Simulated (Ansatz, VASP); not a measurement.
**One calculation of Rh, two programs**

```
CELL_PARAMETERS angstrom
3.62913 0.00000 0.00000
-1.81456 3.14292 0.00000
0.00000 0.00000 4.28323
ATOMIC_POSITIONS crystal
Rh 0.33336 0.00000 0.16667
Rh 0.00000 0.33336 0.83333
Rh 0.66664 0.66664 0.50000
```

Alike in both runs: functional PBE; k mesh 6 × 6 × 4; occupations gaussian, width 0.1 eV; no spin polarisation.

Ansatz relaxed the structure, and its values are those at the end. VASP's run is a single point on that final structure, the one shown.

|  | VASP | Ansatz |
| --- | --- | --- |
| version | VASP 6.6.1 | Ansatz 0.2.0 |
| potentials or method | VASP PAW PBE potentials, release 64 (Rh_pv), cutoff 520 eV | scalar-relativistic, plane waves, PAW |
| valence electrons in the cell | 45 | 51 |

Ansatz gave:

* gap on the k mesh at the Fermi level (eV): none
* pressure (GPa): 0.0

**Question.** Which values does VASP return?

**Answer.** gap on the k mesh at the Fermi level (eV): none; pressure (GPa): 0.1.

A gap of «none» marks a metal or a gap that the smearing closes. VASP's potentials hold 45 valence electrons a cell and Ansatz's 51, so a difference there can come from the potentials and not from the codes.

The k mesh is coarse, so the values compare programs but aren't converged.
